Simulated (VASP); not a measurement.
# CsH (Fm-3m) in VASP: G0W0 quasiparticle levels with r2SCAN

Aim: the G0W0 quasiparticle levels of CsH with r2SCAN.

Program: VASP 6.6.1. These are calculated values, not measurements. Logs are shortened: lines on timing, memory, paths and dates and some standing lists are left out, and cuts for length are marked.

### 1 The cell of the first run

The structure is cubic, space group Fm-3m (No. 225). The conventional cell has a = 6.378 Å, b = 6.378 Å, c = 6.378 Å, α = 90.00°, β = 90.00°, γ = 90.00°. Cs (site symmetry m-3m) has 6 H at 3.19 Å within 4.2 Å. Within 4.2 Å of H (site symmetry m-3m) lie 6 Cs at 3.19 Å.

### 2 G0W0 quasiparticle levels, r2SCAN

The input, POSCAR:

```
CsH
1.0
    0.0000000000      3.1891954590      3.1891954590
    3.1891954590      0.0000000000      3.1891954590
    3.1891954590      3.1891954590      0.0000000000
Cs H
1 1
Direct
    0.0000000000      0.0000000000      0.0000000000
    0.5000000000      0.5000000000      0.5000000000
```

The input, INCAR.step1:

```
SYSTEM = CsH
ALGO = Normal
EDIFF = 1E-8
ENCUT = 500
ISMEAR = 0
LASPH = .True.
LCHARG = .False.
LMIXTAU = .True.
LREAL = .False.
LWAVE = .True.
METAGGA = R2SCAN
NELM = 60
PREC = Accurate
SIGMA = 0.01
```

The input, INCAR.step2:

```
SYSTEM = CsH
ALGO = Exact
EDIFF = 1E-8
ENCUT = 500
ISMEAR = 0
ISTART = 1
LASPH = .True.
LCHARG = .False.
LMIXTAU = .True.
LOPTICS = .True.
LREAL = .False.
LWAVE = .True.
METAGGA = R2SCAN
NBANDS = 110
NELM = 1
PREC = Accurate
SIGMA = 0.01
```

The input, INCAR.step3:

```
SYSTEM = CsH
ALGO = EVGW0
EDIFF = 1E-8
ENCUT = 500
ENCUTGW = 80.0
ISMEAR = 0
ISTART = 1
LASPH = .True.
LCHARG = .False.
LMIXTAU = .True.
LREAL = .False.
LWAVE = .False.
METAGGA = R2SCAN
NBANDS = 110
NBANDSGW = 13
NELMGW = 1
NOMEGA = 48
PREC = Accurate
PRECFOCK = Fast
SIGMA = 0.01
```

The input, KPOINTS:

```
k-points
0
Gamma
  8 8 8
  0 0 0
```

Potentials or basis: VASP PAW PBE potentials, release 64 (Cs_sv_GW, H_GW).

Command:

```bash
cat potpaw_PBE.64/Cs_sv_GW/POTCAR potpaw_PBE.64/H_GW/POTCAR > POTCAR
cp INCAR.step1 INCAR
mpirun -np 1 vasp_std > vasp.out
cp INCAR.step2 INCAR
mpirun -np 1 vasp_std > vasp.out
cp INCAR.step3 INCAR
mpirun -np 1 vasp_std > vasp.out
```

OUTCAR:

```text
SYSTEM = CsH
   EDIFF = 1E-8
   ENCUT = 500
   ENCUTGW = 80.0
   ISMEAR = 0
   ISTART = 1
   LASPH = .True.
   LREAL = .False.
   METAGGA = R2SCAN
   NELMGW = 1
   PREC = Accurate
   PRECFOCK = Fast

 ion  position               nearest neighbor table
   1  0.000  0.000  0.000-
   2  0.500  0.500  0.500-

  LATTYP: Found a face centered cubic cell.
 ALAT       =     6.3783909180

  Lattice vectors:

 A1 = (   0.0000000000,   3.1891954590,   3.1891954590)
 A2 = (   3.1891954590,   0.0000000000,   3.1891954590)
 A3 = (   3.1891954590,   3.1891954590,   0.0000000000)

Analysis of symmetry for initial positions (statically):
=====================================================================
 Subroutine PRICEL returns:
 Original cell was already a primitive cell.

 Routine SETGRP: Setting up the symmetry group for a
 face centered cubic supercell.

 Subroutine GETGRP returns: Found 48 space group operations
 (whereof 48 operations were pure point group operations)
 out of a pool of 48 trial point group operations.

The static configuration has the point symmetry O_h .

Analysis of symmetry for dynamics (positions and initial velocities):
=====================================================================
 Subroutine PRICEL returns:
 Original cell was already a primitive cell.

 Routine SETGRP: Setting up the symmetry group for a
 face centered cubic supercell.

 Subroutine GETGRP returns: Found 48 space group operations
 (whereof 48 operations were pure point group operations)
 out of a pool of 48 trial point group operations.

The dynamic configuration has the point symmetry O_h .

 Subroutine INISYM returns: Found 48 space group operations
 (whereof 48 operations are pure point group operations),
 and found     1 'primitive' translations

----------------------------------------------------------------------------------------

                                     Primitive cell

  volume of cell :      64.8744

  direct lattice vectors                    reciprocal lattice vectors
     0.000000000  3.189195459  3.189195459    -0.156779353  0.156779353  0.156779353
     3.189195459  0.000000000  3.189195459     0.156779353 -0.156779353  0.156779353
     3.189195459  3.189195459  0.000000000     0.156779353  0.156779353 -0.156779353

  length of vectors
     4.510203471  4.510203471  4.510203471     0.271549805  0.271549805  0.271549805

  position of ions in fractional coordinates (direct lattice)
     0.000000000  0.000000000  0.000000000
     0.500000000  0.500000000  0.500000000

  ion indices of the primitive-cell ions
   primitive index   ion index
                 1           1
                 2           2

----------------------------------------------------------------------------------------

 KPOINTS: k-points

Automatic generation of k-mesh.
 Grid dimensions read from file:
 generate k-points for:    8    8    8

 Generating k-lattice:

  Cartesian coordinates                     Fractional coordinates (reciprocal lattice)
    -0.019597419  0.019597419  0.019597419     0.125000000  0.000000000  0.000000000
     0.019597419 -0.019597419  0.019597419     0.000000000  0.125000000  0.000000000
     0.019597419  0.019597419 -0.019597419     0.000000000  0.000000000  0.125000000

  Length of vectors
     0.033943726  0.033943726  0.033943726

  Shift w.r.t. Gamma in fractional coordinates (k-lattice)
     0.000000000  0.000000000  0.000000000

 Subroutine IBZKPT returns following result:
 ===========================================

 Found     29 irreducible k-points:

 Following reciprocal coordinates:
            Coordinates               Weight
  0.000000  0.000000  0.000000      1.000000
  0.125000  0.000000  0.000000      8.000000
  0.250000  0.000000  0.000000      8.000000
  0.375000  0.000000  0.000000      8.000000
  0.500000  0.000000  0.000000      4.000000
  0.125000  0.125000  0.000000      6.000000
[... 16 lines left out ...]
  0.500000  0.250000  0.125000     48.000000
 -0.375000  0.250000  0.125000     24.000000
 [... further k-points ...]
   k-points           NKPTS =     29   k-points in BZ     NKDIM =    512   number of bands    NBANDS=    110
   number of dos      NEDOS =    301   number of ions     NIONS =      2
   total plane-waves  NPLWV =  46656
   dimension x,y,z NGX =    36 NGY =   36 NGZ =   36
   dimension x,y,z NGXF=    72 NGYF=   72 NGZF=   72
   ions per type =               1   1
   NGX,Y,Z   is equivalent  to a cutoff of  13.27, 13.27, 13.27 a.u.
   NGXF,Y,Z  is equivalent  to a cutoff of  26.54, 26.54, 26.54 a.u.
 SYSTEM =  CsH
   PREC   = accura    normal or accurate (medium, high low for compatibility)
   ISTART =      1    job   : 0-new  1-cont  2-samecut
   ICHARG =      0    charge: 1-file 2-atom 10-const
   ISPIN  =      1    spin polarized calculation?
   LNONCOLLINEAR =      F non collinear calculations
   LSORBIT =      F    spin-orbit coupling
   LASPH  =      T    aspherical Exc in radial PAW
   ENCUT  =  500.0 eV  36.75 Ry    6.06 a.u.   8.22  8.22  8.22*2*pi/ulx,y,z
   NELM   =     60;   NELMIN=  2; NELMDL=  0     # of ELM steps
   EDIFF  = 0.1E-07   stopping-criterion for ELM
   LREAL  =      F    real-space projection
   EDIFFG = 0.1E-06   stopping-criterion for IOM
   NSW    =      0    number of steps for IOM
   IBRION =     -1    ionic relax: 0-MD 1-quasi-New 2-CG
   NFREE  =      0    steps in history (QN), initial steepest desc. (CG)
   ISIF   =      0    stress and relaxation
   ISYM   =      3    0-nonsym 1-usesym 2-fastsym
   POTIM  = 0.5000    time-step for ionic-motion
   TEBEG  =    0.0;   TEEND  =   0.0 temperature during run
   PSTRESS=    0.0 pullay stress
   NELECT =      10.0000    total number of electrons
   NUPDOWN=      -1.0000    fix difference up-down
   EMIN   =  10.00;   EMAX   =-10.00  energy-range for DOS
   EFERMI =   0.00;   METHOD = LEGACY
   ISMEAR =     0;   SIGMA  =   0.01  broadening in eV -4-tet -1-fermi 0-gaus
   EFERMI_NEDOS =   21; number of points for ismear=-14 and -15
   IALGO  =     38    algorithm
   IMIX   =      4    mixing-type and parameters
     AMIX     =   0.40;   BMIX     =  1.00
     AMIX_MAG =   1.60;   BMIX_MAG =  1.00
  volume/ion in A,a.u.               =      32.44       218.90
  Fermi-wavevector in a.u.,A,eV,Ry     =   0.877776  1.658756 10.483162  0.770491
  Thomas-Fermi vector in A             =   1.997771
   LORBIT       =      0    0 simple, 1 ext, 2 COOP (PROOUT), +10 PAW based schemes
   METAGGA = R2SCAN    functional components
   LHFCALC =     T    Hartree Fock is set to
   PRECFOCK=fast      Normal, Fast or Accurate (Low or Medium for compatibility)
   ENCUT4O =  -1.0   cutoff for four orbital integrals eV
   NKREDX  =     1    reduce k-point grid by
   NKREDY  =     1    reduce k-point grid by
   NKREDZ  =     1    reduce k-point grid by
   AEXX    =    1.0000 exact exchange contribution
   HFSCREEN=    0.0000 screening length (either q_TF or 0.3 A-1)
   HFSCREENC=   0.0000 screening length for correlation (either q_TF or 0.3 A-1)
   ENCUTFOCK=  -1.0 apply spherical cutoff to Coloumb kernel
   IVDW    =     0    specifies the selected vdW correction
   LEPSILON=     F    determine dielectric tensor
   LRPA    =     F    only Hartree local field effects (RPA)
   LRPAFORCE           =     F    calculate RPA forces
   ENCUTGW             =  80.0    cutoff for response function in eV
   ENCUTGWSOFT         =  64.0    soft cutoff for Coulomb kernel in GW response function in eV
   ENCUTLF             =  -1.0    cutoff for local field effects
   NELMGW              =     1    number of iterations in solving QP/BSE equation
   NELMHF              =     1    number of iterations in the inner HF iteration
   NKREDLFX            =     1    NKREDLFY  =   1   NKREDLFZ  =   1
 non-spin polarized calculation
 Gauss-broadening in eV      SIGMA  =   0.01
  energy-cutoff  :      500.00
  volume of cell :       64.87
 maximum number of plane-waves:      1676
 NGX is ok and might be reduce to    36
  NGX = 20; NGY = 20; NGZ = 20
   NGX = 17   NGY = 17   NGZ = 17
 maximum number of plane-waves:       113
 NGX is ok and might be reduce to    18

 QP shifts <psi_nk| G(iteration)W_0 |psi_nk>: iteration 1
 for sc-GW calculations column KS-energies equals QP-energies in previous step
 and V_xc(KS)=  KS-energies - (<T + V_ion + V_H > + <T+V_H+V_ion>^1  + <V_x>^1)

 k-point   1 :       0.0000    0.0000    0.0000
  band No.  KS-energies  QP-energies   sigma(KS)   V_xc(KS)     V^pw_x(r,r')   Z            occupation Imag(sigma)

      1     -21.2110     -21.6459     -15.5768     -14.9446     -22.6883       0.6880       2.0000       1.2288
      2      -7.3016      -8.7861     -15.4086     -13.5475     -17.5797       0.7977       2.0000       0.1201
      3      -7.3016      -8.7861     -15.4086     -13.5475     -17.5797       0.7977       2.0000       0.1201
      4      -7.3016      -8.7861     -15.4086     -13.5475     -17.5797       0.7977       2.0000       0.1201
      5      -0.7902      -2.1233     -10.6424      -8.8577     -12.4230       0.7470       2.0000       0.1498
      6       6.5495       7.5041      -6.3468      -7.5245      -3.2177       0.8107       0.0000      -0.1211
      7       6.5495       7.5041      -6.3468      -7.5245      -3.2177       0.8107       0.0000      -0.1211
      8       6.5495       7.5041      -6.3468      -7.5245      -3.2177       0.8107       0.0000      -0.1211
      9       7.1902       7.8340      -7.2349      -8.0519      -4.1595       0.7880       0.0000      -0.1545
     10       8.4659       9.5434      -7.2359      -8.5828      -3.9151       0.8000       0.0000      -0.1516
     11       8.4659       9.5434      -7.2359      -8.5828      -3.9151       0.8000       0.0000      -0.1516
     12       9.5647      10.1771      -4.5674      -5.2978      -0.9710       0.8385       0.0000      -0.3043
     13      10.7473      11.8104      -5.7637      -7.0552      -2.1758       0.8232       0.0000      -0.2571

 k-point   2 :       0.1250    0.0000    0.0000
  band No.  KS-energies  QP-energies   sigma(KS)   V_xc(KS)     V^pw_x(r,r')   Z            occupation Imag(sigma)

      1     -21.1994     -21.6348     -15.5878     -14.9569     -22.6946       0.6901       2.0000       1.2270
      2      -7.4405      -8.9293     -15.2481     -13.3597     -17.4614       0.7884       2.0000       0.1351
      3      -7.3153      -8.8006     -15.3964     -13.5328     -17.5688       0.7970       2.0000       0.1199
      4      -7.3153      -8.8006     -15.3964     -13.5328     -17.5688       0.7970       2.0000       0.1199
      5      -0.5602      -1.8685     -10.8473      -9.1047     -12.5746       0.7508       2.0000       0.1371
      6       5.9853       6.8115      -6.1873      -7.2051      -3.1469       0.8118       0.0000      -0.1126
      7       6.6616       7.6190      -6.3716      -7.5555      -3.2347       0.8087       0.0000      -0.1233
      8       6.6616       7.6190      -6.3716      -7.5555      -3.2347       0.8087       0.0000      -0.1233
      9       7.0036       7.6774      -6.7887      -7.6353      -3.6963       0.7958       0.0000      -0.1436
     10       8.0907       9.1261      -6.9556      -8.2426      -3.7074       0.8044       0.0000      -0.1384
     11       8.0907       9.1261      -6.9556      -8.2426      -3.7074       0.8044       0.0000      -0.1384
     12      10.2504      11.0209      -4.9389      -5.8547      -1.3139       0.8413       0.0000      -0.3204
     13      11.5521      12.7041      -6.1613      -7.5705      -2.3973       0.8175       0.0000      -0.2877
[... 344 lines left out ...]
      1     -21.1269     -21.5615     -15.6567     -15.0340     -22.7351       0.6980       2.0000       1.2126
      2      -7.9501      -9.4842     -14.7529     -12.7808     -17.0914       0.7779       2.0000       0.1740
      3      -7.5770      -9.0824     -15.1352     -13.2252     -17.3360       0.7882       2.0000       0.1238
      4      -7.4379      -8.9309     -15.2819     -13.3964     -17.4695       0.7918       2.0000       0.1209
      5       0.3708      -0.8239     -11.7844     -10.2121     -13.4362       0.7599       2.0000       0.1061
      6       4.5356       5.1968      -5.7350      -6.5344      -2.8645       0.8272       0.0000      -0.0904
      7       5.5055       6.2621      -5.9074      -6.8330      -2.9124       0.8174       0.0000      -0.1058
      8       6.8468       7.7819      -6.5573      -7.7021      -3.5429       0.8168       0.0000      -0.1056
      9       8.1898       9.2234      -6.7878      -8.0675      -3.5303       0.8078       0.0000      -0.1605
     10       9.1709      10.1928      -7.1563      -8.4324      -3.7615       0.8008       0.0000      -0.2123
     11      10.2745      11.5574      -7.3559      -8.9530      -3.9159       0.8033       0.0000      -0.2334
     12      11.1247      11.9764      -6.0777      -7.1163      -2.3509       0.8201       0.0000      -0.3333
     13      12.4514      13.6469      -6.5559      -8.0256      -2.7672       0.8135       0.0000      -0.3268

 k-point  24 :      -0.3750    0.2500    0.1250
  band No.  KS-energies  QP-energies   sigma(KS)   V_xc(KS)     V^pw_x(r,r')   Z            occupation Imag(sigma)

      1     -21.1173     -21.5523     -15.6657     -15.0444     -22.7407       0.7001       2.0000       1.2106
      2      -8.0094      -9.5457     -14.7045     -12.7241     -17.0548       0.7757       2.0000       0.1766
      3      -7.6023      -9.1087     -15.1071     -13.1932     -17.3093       0.7871       2.0000       0.1239
      4      -7.4623      -8.9562     -15.2597     -13.3698     -17.4525       0.7904       2.0000       0.1220
      5       0.4636      -0.7167     -11.8752     -10.3234     -13.5249       0.7606       2.0000       0.1043
      6       4.3052       4.9554      -5.6683      -6.4527      -2.8104       0.8289       0.0000      -0.0887
      7       5.7704       6.5434      -6.0538      -7.0023      -3.0600       0.8150       0.0000      -0.1085
      8       6.7404       7.6682      -6.5010      -7.6351      -3.4911       0.8181       0.0000      -0.1049
      9       8.7838       9.8229      -7.1012      -8.3948      -3.8081       0.8033       0.0000      -0.1753
     10       8.9859      10.0443      -6.6458      -7.9477      -3.2614       0.8129       0.0000      -0.1977
     11      10.5771      11.7536      -7.0837      -8.5377      -3.5657       0.8092       0.0000      -0.2582
     12      10.6362      11.5673      -6.5067      -7.6522      -2.9223       0.8129       0.0000      -0.3070
     13      12.9523      14.3347      -6.5787      -8.2707      -2.5703       0.8170       0.0000      -0.3769

 [... further k-points ...]
```

Wall time 41 min (1 thread of Intel Xeon 6975P-C (Granite Rapids), shared host); peak memory 2.3 GiB.

What came out:

| Item | Value |
| --- | --- |
| Quasiparticle gap | 4.42 eV |
| Least direct quasiparticle gap | 4.42 eV |
| Band gap of the starting levels on the mesh | 2.68 eV |
| Least direct gap of the starting levels on the mesh | 2.68 eV |

Caveat: bands, screening cutoff and mesh are small and nothing is extrapolated, so the quasiparticle values aren't converged; spin-orbit coupling is left out, which moves the levels of the heavy elements.
